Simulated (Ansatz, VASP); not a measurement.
**One calculation of Sn, two programs**

```
Sn
1.0
    -2.94439    2.94439    1.64422
     2.94439   -2.94439    1.64422
     2.94439    2.94439   -1.64422
Sn
2
Direct
  0.00000 0.00000 0.00000
  0.75000 0.25000 0.50000
```

Alike in both runs: functional PBE; k mesh 8 × 8 × 8; occupations gaussian, width 0.05 eV; no spin polarisation.

Ansatz relaxed the structure, and its values are those at the end. VASP's run is a single point on that final structure, the one shown.

```csv
,VASP,Ansatz
version,VASP 6.6.1,Ansatz 0.2.0
potentials or method,"VASP PAW PBE potentials, release 64 (Sn_d), cutoff 520 eV","scalar-relativistic, plane waves, PAW"
valence electrons in the cell,28,28
```

```csv
,VASP,Ansatz,Ansatz less VASP
gap on the k mesh at the Fermi level (eV),none,none,-
pressure (GPa),-0.1,-0.1,+0.05
```

A gap of «none» marks a metal or a gap that the smearing closes.
